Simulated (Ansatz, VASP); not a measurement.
## One calculation of Os, two programs

INCAR

```
SYSTEM = Os
  PREC = Accurate
  ENCUT = 520
  EDIFF = 1E-6
  ISMEAR = -1
  SIGMA = 0.05
  LREAL = .FALSE.
  LASPH = .TRUE.
  NELM = 60
  ALGO = Normal
  ISIF = 2
  LWAVE = .FALSE.
  LCHARG = .FALSE.
  NBANDS = 15
```

KPOINTS

```
Automatic mesh
0
G
  13 13 13
  0 0 0
```

The input POSCAR:

```
Os
1.0
    0.0000000000      2.1999769119      2.1999769119
    2.1999769119      0.0000000000      2.1999769119
    2.1999769119      2.1999769119      0.0000000000
Os
2
Direct
   -0.1250000000     -0.1250000000     -0.1250000000
    0.1250000000      0.1250000000      0.1250000000
```

Input for Ansatz:

```yaml
crystal:
  lattice:
    - [0.0, 2.1999769119, 2.1999769119]
    - [2.1999769119, 0.0, 2.1999769119]
    - [2.1999769119, 2.1999769119, 0.0]
  atoms:
    - { symbol: Os, position: [-0.125, -0.125, -0.125] }
    - { symbol: Os, position: [0.125, 0.125, 0.125] }
kpoints:
  mp_grid: { grid: [13, 13, 13] }
scf:
  occupations: { method: fermi_dirac, width: 0.05 }
hamiltonian:
  xc: lda
  pseudopotentials: { kind: paw }
output:
  forces: true
  stress: true
  eigenvalues: true
  populations: true
```

Change from the starting cell: volume scaled by 0.52, PAW files.

Alike in both runs: task single point; functional LDA; k mesh 13 × 13 × 13; occupations fermi-dirac, width 0.05 eV; no spin polarisation.

```csv
,VASP,Ansatz
version,VASP 6.6.1,Ansatz 0.2.0
potentials or method,"VASP PAW LDA potentials, release 64 (Os)","PAW with Ansatz's default frozen-core files, scalar-relativistic"
plane-wave cutoff (eV),520,420
valence electrons in the cell,16,32
```

|  | VASP | Ansatz | Ansatz less VASP |
| --- | --- | --- | --- |
| pressure (GPa) | 545.3 | 623.6 | +78.25 |

LDA's correlation is that of Perdew and Zunger in VASP and of Perdew and Wang (1992) in Ansatz. The pressures are high and differ by over a tenth, so treat them with care. VASP's potentials hold 16 valence electrons a cell and Ansatz's 32, so a difference there can come from the potentials and not from the codes.

Neither program's run includes spin-orbit coupling. Noted on VASP's run: the cell as given lies far from equilibrium.
